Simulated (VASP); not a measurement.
# W6CO in VASP: relaxation of the atoms with PBEsol

Aim: the relaxation of the atoms of W6CO with PBEsol.

Everything below comes from runs of VASP 6.6.1. Logs are shortened: lines on timing, memory, paths and dates and some standing lists are left out, and cuts for length are marked.

### 1 The cell of the first run

The cell holds a slab with vacuum, 8 atoms: a = 4.461 Å, b = 4.461 Å, c = 20.907 Å, α = 90.00°, β = 90.00°, γ = 120.00°.

### 2 Relaxation of the atoms, PBEsol

File INCAR:

```
SYSTEM = W6CO
  ALGO = Normal
  DIPOL = 0.5 0.5 0.343
  EDIFF = 1E-7
  EDIFFG = -0.025
  ENCUT = 520
  GGA = PS
  GGA_COMPAT = .False.
  IBRION = 2
  IDIPOL = 3
  ISIF = 2
  ISMEAR = 0
  KPAR = 4
  LASPH = .True.
  LCHARG = .False.
  LDIPOL = .True.
  LREAL = .False.
  LWAVE = .False.
  NELM = 120
  NELMDL = -8
  NELMIN = 4
  NSW = 36
  PREC = Accurate
  SIGMA = 0.1
```

File KPOINTS:

```
k-points
0
Gamma
  6 6 1
  0 0 0
```

File POSCAR:

```
W6CO
1.0
    4.4611858937      0.0000000000      0.0000000000
   -2.2305929468      3.8635003149      0.0000000000
    0.0000000000      0.0000000000     20.9074398360
W C O
6 1 1
Selective dynamics
Direct
    0.6666666667      0.3333333333      0.1913194552  F F F
    0.3333333333      0.6666666667      0.2348750395  F F F
    0.0000000000      0.0000000000      0.2784306238  F F F
    0.6666666667      0.3333333333      0.3213647026  F F F
    0.3333333333      0.6666666667      0.3586767750  F F F
    0.0000000000      0.0000000000      0.3949522228  F F F
    0.3333333333      0.6666666667      0.4551715824  F F T
    0.3333333333      0.6666666667      0.5101759258  F F T
```

Potentials or basis: VASP PAW PBE potentials, release 64 (W_sv, C, O).

Launch:

```
> cat potpaw_PBE.64/W_sv/POTCAR potpaw_PBE.64/C/POTCAR potpaw_PBE.64/O/POTCAR > POTCAR
> mpirun -np 4 vasp_std > vasp.out
```

OUTCAR:

```text
SYSTEM = W6CO
   EDIFF = 1E-7
   EDIFFG = -0.025
   ENCUT = 520
   GGA = PS
   IBRION = 2
   ISIF = 2
   ISMEAR = 0
   LASPH = .True.
   LREAL = .False.
   NELM = 120
   NELMDL = -8
   NELMIN = 4
   NSW = 36
   PREC = Accurate

 ion  position               nearest neighbor table
   1  0.667  0.333  0.191-   4 2.72   2 2.73   2 2.73   2 2.73   3 3.15   3 3.15   3 3.15
   2  0.333  0.667  0.235-   5 2.59   1 2.73   3 2.73   1 2.73   3 2.73   3 2.73   1 2.73   4 3.15
                             4 3.15   4 3.15
   3  0.000  0.000  0.278-   6 2.44   4 2.73   4 2.73   4 2.73   2 2.73   2 2.73   2 2.73   5 3.07
                             5 3.07   5 3.07   1 3.15   1 3.15   1 3.15
   4  0.667  0.333  0.321-   5 2.69   5 2.69   5 2.69   1 2.72   3 2.73   3 2.73   3 2.73   6 3.00
                             6 3.00   6 3.00   2 3.15   2 3.15   2 3.15
   5  0.333  0.667  0.359-   7 2.02   2 2.59   6 2.69   6 2.69   6 2.69   4 2.69   4 2.69   4 2.69
                             3 3.07   3 3.07   3 3.07
   6  0.000  0.000  0.395-   3 2.44   5 2.69   5 2.69   5 2.69   4 3.00   4 3.00   4 3.00
   7  0.333  0.667  0.455-   8 1.15   5 2.02
   8  0.333  0.667  0.510-   7 1.15

  LATTYP: Found a hexagonal cell.
 ALAT       =     4.4611858937
 C/A-ratio  =     4.6865206549

  Lattice vectors:

 A1 = (   4.4611858937,   0.0000000000,   0.0000000000)
 A2 = (  -2.2305929468,   3.8635003149,   0.0000000000)
 A3 = (   0.0000000000,   0.0000000000,  20.9074398360)

Analysis of symmetry for initial positions (statically):
=====================================================================
 Subroutine PRICEL returns:
 Original cell was already a primitive cell.

 Routine SETGRP: Setting up the symmetry group for a
 hexagonal supercell.

 Subroutine GETGRP returns: Found  6 space group operations
 (whereof  6 operations were pure point group operations)
 out of a pool of 24 trial point group operations.

The static configuration has the point symmetry C_3v.

Analysis of symmetry for dynamics (positions and initial velocities):
=====================================================================
 Subroutine PRICEL returns:
 Original cell was already a primitive cell.

 Routine SETGRP: Setting up the symmetry group for a
 hexagonal supercell.

 Subroutine GETGRP returns: Found  6 space group operations
 (whereof  6 operations were pure point group operations)
 out of a pool of 24 trial point group operations.

The dynamic configuration has the point symmetry C_3v.

Analysis of constrained symmetry for selective dynamics:
=====================================================================
 Subroutine PRICEL returns:
 Original cell was already a primitive cell.

 Routine SETGRP: Setting up the symmetry group for a
 hexagonal supercell.

 Subroutine GETGRP returns: Found  6 space group operations
 (whereof  6 operations were pure point group operations)
 out of a pool of 24 trial point group operations.

The constrained configuration has the point symmetry C_3v.

 Subroutine INISYM returns: Found  6 space group operations
 (whereof  6 operations are pure point group operations),
 and found     1 'primitive' translations

----------------------------------------------------------------------------------------

                                     Primitive cell

  volume of cell :     360.3563

  direct lattice vectors                    reciprocal lattice vectors
     4.461185894  0.000000000  0.000000000     0.224155645  0.129416322  0.000000000
    -2.230592947  3.863500315  0.000000000     0.000000000  0.258832644  0.000000000
     0.000000000  0.000000000 20.907439836     0.000000000  0.000000000  0.047829864

  length of vectors
     4.461185894  4.461185894 20.907439836     0.258832644  0.258832644  0.047829864

  position of ions in fractional coordinates (direct lattice)
     0.666666667  0.333333333  0.191319455
     0.333333333  0.666666667  0.234875039
     0.000000000  0.000000000  0.278430624
     0.666666667  0.333333333  0.321364703
     0.333333333  0.666666667  0.358676775
     0.000000000  0.000000000  0.394952223
     0.333333333  0.666666667  0.455171582
     0.333333333  0.666666667  0.510175926

  ion indices of the primitive-cell ions
   primitive index   ion index
                 1           1
                 2           2
                 3           3
                 4           4
                 5           5
                 6           6
                 7           7
                 8           8

----------------------------------------------------------------------------------------

 KPOINTS: k-points

Automatic generation of k-mesh.
 Grid dimensions read from file:
 generate k-points for:    6    6    1

 Generating k-lattice:

  Cartesian coordinates                     Fractional coordinates (reciprocal lattice)
     0.037359274  0.021569387  0.000000000     0.166666667  0.000000000  0.000000000
     0.000000000  0.043138774  0.000000000     0.000000000  0.166666667  0.000000000
     0.000000000  0.000000000  0.047829864     0.000000000  0.000000000  1.000000000

  Length of vectors
     0.043138774  0.043138774  0.047829864

  Shift w.r.t. Gamma in fractional coordinates (k-lattice)
     0.000000000  0.000000000  0.000000000

 Subroutine IBZKPT returns following result:
 ===========================================

 Found      7 irreducible k-points:

 Following reciprocal coordinates:
            Coordinates               Weight
  0.000000  0.000000  0.000000      1.000000
  0.166667  0.000000  0.000000      6.000000
  0.333333  0.000000  0.000000      6.000000
  0.500000  0.000000  0.000000      3.000000
  0.166667  0.166667  0.000000      6.000000
  0.333333  0.166667  0.000000     12.000000
  0.333333  0.333333  0.000000      2.000000
   k-points           NKPTS =      7   k-points in BZ     NKDIM =      7   number of bands    NBANDS=     56
   number of dos      NEDOS =    301   number of ions     NIONS =      8
   total plane-waves  NPLWV = 207360
   dimension x,y,z NGX =    36 NGY =   36 NGZ =  160
   dimension x,y,z NGXF=    72 NGYF=   72 NGZF=  320
   ions per type =               6   1   1
   NGX,Y,Z   is equivalent  to a cutoff of  13.42, 13.42, 12.72 a.u.
   NGXF,Y,Z  is equivalent  to a cutoff of  26.83, 26.83, 25.44 a.u.
 SYSTEM =  W6CO
   PREC   = accura    normal or accurate (medium, high low for compatibility)
   ISTART =      0    job   : 0-new  1-cont  2-samecut
   ICHARG =      2    charge: 1-file 2-atom 10-const
   ISPIN  =      1    spin polarized calculation?
   LNONCOLLINEAR =      F non collinear calculations
   LSORBIT =      F    spin-orbit coupling
   LASPH  =      T    aspherical Exc in radial PAW
   ENCUT  =  520.0 eV  38.22 Ry    6.18 a.u.   8.29  8.29 38.87*2*pi/ulx,y,z
   NELM   =    120;   NELMIN=  4; NELMDL= -8     # of ELM steps
   EDIFF  = 0.1E-06   stopping-criterion for ELM
   LREAL  =      F    real-space projection
   EDIFFG = -.3E-01   stopping-criterion for IOM
   NSW    =     36    number of steps for IOM
   IBRION =      2    ionic relax: 0-MD 1-quasi-New 2-CG
   NFREE  =      1    steps in history (QN), initial steepest desc. (CG)
   ISIF   =      2    stress and relaxation
   ISYM   =      2    0-nonsym 1-usesym 2-fastsym
   POTIM  = 0.5000    time-step for ionic-motion
   TEBEG  =    0.0;   TEEND  =   0.0 temperature during run
   PSTRESS=    0.0 pullay stress
   NELECT =      94.0000    total number of electrons
   NUPDOWN=      -1.0000    fix difference up-down
   EMIN   =  10.00;   EMAX   =-10.00  energy-range for DOS
   EFERMI =   0.00;   METHOD = LEGACY
   ISMEAR =     0;   SIGMA  =   0.10  broadening in eV -4-tet -1-fermi 0-gaus
   EFERMI_NEDOS =   21; number of points for ismear=-14 and -15
   IALGO  =     38    algorithm
   IMIX   =      4    mixing-type and parameters
     AMIX     =   0.40;   BMIX     =  1.00
     AMIX_MAG =   1.60;   BMIX_MAG =  1.00
  volume/ion in A,a.u.               =      45.04       303.98
  Fermi-wavevector in a.u.,A,eV,Ry     =   1.046020  1.976692 14.886927  1.094158
  Thomas-Fermi vector in A             =   2.180841
   LORBIT       =      0    0 simple, 1 ext, 2 COOP (PROOUT), +10 PAW based schemes
   GGA     = PS    functional components
   LHFCALC =     F    Hartree Fock is set to
   AEXX    =    0.0000 exact exchange contribution
   IVDW    =     0    specifies the selected vdW correction
   LEPSILON=     F    determine dielectric tensor
   LRPA    =     F    only Hartree local field effects (RPA)
 conjugate gradient relaxation of ions
 non-spin polarized calculation
 Gauss-broadening in eV      SIGMA  =   0.10
  energy-cutoff  :      520.00
  volume of cell :      360.36
 maximum number of plane-waves:      9742
 NGX is ok and might be reduce to    36
   NGX = 17   NGY = 17   NGZ = 77

 dipolmoment           0.000000      0.000000     -0.003306 electrons x Angstroem

--------------------------------------- Ionic step        1  -------------------------------------------

 number of electron      94.0000008 magnetization

 Free energy of the ion-electron system (eV)
  ---------------------------------------------------
  ext. energy  EPLUGINS =         0.00000000
  ---------------------------------------------------
  free energy    TOTEN  =       -90.90463948 eV

  energy without entropy =      -90.86375408  energy(sigma->0) =      -90.88419678

 E-fermi :   0.0147     XC(G=0):  -5.1862

 val. band max:       -0.0301878010   @ k =   0.3333   0.3333   0.0000
 cond. band min:       0.0286037201   @ k =   0.1667   0.1667   0.0000
 fundamental gap:      0.0587915211
 Fermi energy:         0.0147461214

 k-point     1 :       0.0000    0.0000    0.0000
  band No.  band energies     occupation
      1     -74.0784      2.00000
      2     -73.9621      2.00000
      3     -73.8783      2.00000
      4     -73.8366      2.00000
      5     -73.5358      2.00000
      6     -73.4580      2.00000
[... 695 lines left out ...]
--------------------------------------- Ionic step        8  -------------------------------------------

 number of electron      94.0000008 magnetization

 dipolmoment           0.000000      0.000000      0.144378 electrons x Angstroem

 Free energy of the ion-electron system (eV)
  ---------------------------------------------------
  ext. energy  EPLUGINS =         0.00000000
  ---------------------------------------------------
  free energy    TOTEN  =       -90.96851957 eV

  energy without entropy =      -90.92660142  energy(sigma->0) =      -90.94756049

 E-fermi :  -0.0919     XC(G=0):  -5.1765

 val. band max:       -0.1354273920   @ k =   0.3333   0.3333   0.0000
 cond. band min:      -0.0757412023   @ k =   0.1667   0.1667   0.0000
 fundamental gap:      0.0596861897
 Fermi energy:        -0.0919423904

 k-point     1 :       0.0000    0.0000    0.0000
  band No.  band energies     occupation
      1     -74.1907      2.00000
      2     -74.0667      2.00000
      3     -73.9786      2.00000
      4     -73.9415      2.00000
      5     -73.6434      2.00000
      6     -73.5645      2.00000
[... 402 lines left out ...]
     55       1.5472      0.00000
     56       2.2532      0.00000

------------------------ aborting loop because EDIFF is reached ----------------------------------------

 vacuum level on the upper side and lower side of the slab       (xc-potential included)         0.729        -0.752

  FORCE on cell =-STRESS in cart. coord.  units (eV):
  Direction    XX          YY          ZZ          XY          YZ          ZX
  --------------------------------------------------------------------------------------
  -------------------------------------------------------------------------------------
  Total       -5.0902052     -5.0902052     -0.4882372     -0.0000000      0.0000000     -0.0000000
  in kB      -22.6315212    -22.6315212     -2.1707476     -0.0000000      0.0000000     -0.0000000
  external PRESSURE =     -15.8112634 kB  Pullay stress =       0.0000000 kB
[... 23 lines left out ...]
  FREE ENERGIE OF THE ION-ELECTRON SYSTEM (eV)
  ---------------------------------------------------
  free  energy   TOTEN  =       -90.9685195669 eV

  energy  without entropy=      -90.9266014218  energy(sigma->0) =      -90.94756049

 reached required accuracy - stopping structural energy minimisation

 vacuum level on the upper side and lower side of the slab         5.494         3.975
```

Wall time 17 min (4 MPI ranks of AMD EPYC 7R43 (Zen 3), shared host); peak memory 0.57 GiB.

What came out:

```
Free energy               : -90.9685 eV
Energy gained by relaxing : 8.0 meV/atom
Ionic steps               : 8
Band gap on the k mesh    : zero (bands 47 and 48 overlap by 0.06 eV)
```

The path:
```
step  energy change (eV)  largest force on free atoms (eV/Å)  pressure (GPa)
   1              0.0000                              3.6543           -0.90
   2              2.1623                             11.8618           -2.82
   3              0.0419                              4.0656           -2.06
   4             -0.0596                              0.7229           -1.54
   5             -0.0614                              0.2247           -1.47
   6             -0.0614                              0.1564           -1.46
   7             -0.0629                              0.0975           -1.50
   8             -0.0639                              0.0112           -1.58
```

Final structure:
```yaml
crystal:
  lattice:
    - [4.46119, 0.00000, 0.00000]
    - [-2.23059, 3.86350, 0.00000]
    - [0.00000, 0.00000, 20.90744]
  atoms:
    - { symbol: W, position: [0.66667, 0.33333, 0.19132] }
    - { symbol: W, position: [0.33333, 0.66667, 0.23488] }
    - { symbol: W, position: [0.00000, 0.00000, 0.27843] }
    - { symbol: W, position: [0.66667, 0.33333, 0.32136] }
    - { symbol: W, position: [0.33333, 0.66667, 0.35868] }
    - { symbol: W, position: [0.00000, 0.00000, 0.39495] }
    - { symbol: C, position: [0.33333, 0.66667, 0.45510] }
    - { symbol: O, position: [0.33333, 0.66667, 0.51184] }
```

Caveat: the PAW data sets were made with another functional, which shifts forces and pressure a little; spin-orbit coupling is left out, which moves the levels of the heavy elements.

The gap in the log of VASP goes by the Fermi energy; the results here count the filled bands.